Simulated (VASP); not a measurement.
# BaTe (Fm-3m) in VASP: further runs, part 2 of 2

VASP 6.6.1.

## Step 3: Relaxation of the atoms, r2SCAN

This run uses another cell than the first one, of 42.29 Å³/atom.

POSCAR reads:

```
BaTe
1.0
    0.0000000000      3.4838731600      3.4838731600
    3.4838731600      0.0000000000      3.4838731600
    3.4838731600      3.4838731600      0.0000000000
Ba Te
1 1
Direct
    0.0000000000      0.0000000000      0.0000000000
    0.5000000000      0.5000000000      0.5000000000
```

INCAR.step1 reads:

```
PREC = Accurate
ENCUT = 520
ISMEAR = -1
SIGMA = 0.02
LREAL = False
LASPH = True
NELM = 80
GGA = PE
ALGO = Normal
EDIFF = 1E-4
LWAVE = True
LCHARG = False
```

INCAR.step2 reads:

```
PREC = Accurate
ENCUT = 520
EDIFF = 1E-6
ISMEAR = -1
SIGMA = 0.02
LREAL = False
LASPH = True
NELM = 80
ALGO = Normal
ISIF = 2
LWAVE = False
LCHARG = False
METAGGA = R2SCAN
LMIXTAU = True
IBRION = 2
NSW = 50
EDIFFG = -0.01
ISTART = 1
```

KPOINTS reads:

```
regular mesh
0
Gamma
  8 8 8
```

Potentials or basis: VASP PAW PBE potentials, release 64 (Ba_sv, Te).

Command:

```
> cat potpaw_PBE.64/Ba_sv/POTCAR potpaw_PBE.64/Te/POTCAR > POTCAR
> cp INCAR.step1 INCAR
> mpirun -np 1 vasp_std > vasp.out
> cp INCAR.step2 INCAR
> mpirun -np 1 vasp_std > vasp.out
```

OUTCAR:

```text
PREC = Accurate
   ENCUT = 520
   EDIFF = 1E-6
   ISMEAR = -1
   LREAL = False
   LASPH = True
   NELM = 80
   ISIF = 2
   METAGGA = R2SCAN
   IBRION = 2
   NSW = 50
   EDIFFG = -0.01
   ISTART = 1

 ion  position               nearest neighbor table
   1  0.000  0.000  0.000-   2 3.48   2 3.48   2 3.48   2 3.48   2 3.48   2 3.48
   2  0.500  0.500  0.500-   1 3.48   1 3.48   1 3.48   1 3.48   1 3.48   1 3.48

  LATTYP: Found a face centered cubic cell.
 ALAT       =     6.9677463200

  Lattice vectors:

 A1 = (   0.0000000000,   3.4838731600,   3.4838731600)
 A2 = (   3.4838731600,   0.0000000000,   3.4838731600)
 A3 = (   3.4838731600,   3.4838731600,   0.0000000000)

Analysis of symmetry for initial positions (statically):
=====================================================================
 Subroutine PRICEL returns:
 Original cell was already a primitive cell.

 Routine SETGRP: Setting up the symmetry group for a
 face centered cubic supercell.

 Subroutine GETGRP returns: Found 48 space group operations
[... 178 lines left out ...]
      4     -10.3507      2.00000
      5      -7.6933      2.00000
      6       2.1542      2.00000
      7       2.1542      2.00000
      8       2.1542      2.00000
      9       5.4879      0.00000
     10       5.4879      0.00000
     11       5.4879      0.00000
     12       5.8024      0.00000
[... 331 lines left out ...]
 k-point    24 :      -0.3750    0.2500    0.1250
  band No.  band energies     occupation
      1     -25.5999      2.00000
      2     -10.7144      2.00000
      3     -10.4351      2.00000
      4     -10.3909      2.00000
      5      -7.0582      2.00000
      6       0.3191      2.00000
      7       1.1061      2.00000
      8       1.1303      2.00000
      9       6.3022      0.00000
     10       6.5911      0.00000
     11       7.9279      0.00000
     12       8.2620      0.00000

 [... further k-points ...]

------------------------ aborting loop because EDIFF is reached ----------------------------------------

  FORCE on cell =-STRESS in cart. coord.  units (eV):
  Direction    XX          YY          ZZ          XY          YZ          ZX
  --------------------------------------------------------------------------------------
  -------------------------------------------------------------------------------------
  Total        0.9126889      0.9126889      0.9126889      0.0000000      0.0000000      0.0000000
  in kB       17.2908508     17.2908508     17.2908508      0.0000000      0.0000000      0.0000000
  external PRESSURE =      17.2908508 kB  Pullay stress =       0.0000000 kB

 VOLUME and BASIS-vectors are now :
 -----------------------------------------------------------------------------
  energy-cutoff  :      520.00
  volume of cell :       84.57
      direct lattice vectors                 reciprocal lattice vectors
     0.000000000  3.483873160  3.483873160    -0.143518428  0.143518428  0.143518428
     3.483873160  0.000000000  3.483873160     0.143518428 -0.143518428  0.143518428
     3.483873160  3.483873160  0.000000000     0.143518428  0.143518428 -0.143518428

 POSITION                                       TOTAL-FORCE (eV/Angst)
 -----------------------------------------------------------------------------------
      0.00000      0.00000      0.00000         0.000000      0.000000      0.000000
      3.48387      3.48387      3.48387        -0.000000     -0.000000     -0.000000
 -----------------------------------------------------------------------------------
    total drift:                                0.000000     -0.000000     -0.000000

  FREE ENERGIE OF THE ION-ELECTRON SYSTEM (eV)
  ---------------------------------------------------
  free  energy   TOTEN  =       -56.0065430689 eV

  energy  without entropy=      -56.0065430689  energy(sigma->0) =      -56.00654307

 reached required accuracy - stopping structural energy minimisation
```

OUTCAR.step1:

```text
PREC = Accurate
   ENCUT = 520
   ISMEAR = -1
   LREAL = False
   LASPH = True
[... 581 lines left out ...]
      0.00000      0.00000      0.00000        -0.000000     -0.000000     -0.000000
      3.48387      3.48387      3.48387         0.000000      0.000000      0.000000
 -----------------------------------------------------------------------------------
    total drift:                                0.000000     -0.000000     -0.000000

  FREE ENERGIE OF THE ION-ELECTRON SYSTEM (eV)
  ---------------------------------------------------
  free  energy   TOTEN  =        -8.6074098103 eV

  energy  without entropy=       -8.6074098103  energy(sigma->0) =       -8.60740981
```

It took 3.9 min on 1 thread of Oxide Virtual Turin-like, shared host; peak memory 0.23 GiB.

Results:

- Free energy: -56.0065 eV
- Pressure after relaxing: 1.7 GPa
- Band gap on the k mesh: 1.84 eV (least direct gap 2.23 eV)

Final structure:
```cif
data_structure
_symmetry_space_group_name_H-M 'P 1'
_symmetry_Int_Tables_number 1
_cell_length_a 4.9269
_cell_length_b 4.9269
_cell_length_c 4.9269
_cell_angle_alpha 60.000
_cell_angle_beta 60.000
_cell_angle_gamma 60.000
_cell_volume 84.57
loop_
_atom_site_label
_atom_site_type_symbol
_atom_site_fract_x
_atom_site_fract_y
_atom_site_fract_z
_atom_site_occupancy
Ba1 Ba 0.00000 0.00000 0.00000 1
Te1 Te 0.50000 0.50000 0.50000 1
```

Levels at points of the mesh, in eV from the valence-band top:
```
           k point  band 6  band 7  band 8  band 9  band 10  band 11
(0.00, 0.00, 0.00)    0.00    0.00    0.00    3.33     3.33     3.33
(0.50, 0.00, 0.00)   -2.26   -1.15   -1.15    4.67     5.30     5.44
(0.50, 0.50, 0.00)   -1.15   -0.39   -0.39    1.84     4.97     5.43
```

Caveat: the relaxation stopped at its first step, so nothing moved; the PAW data sets were made with another functional, which shifts forces and pressure a little; spin-orbit coupling is left out, which moves the levels of the heavy elements. r2SCAN opens gaps a little over a GGA but as a rule still falls short of measured ones.
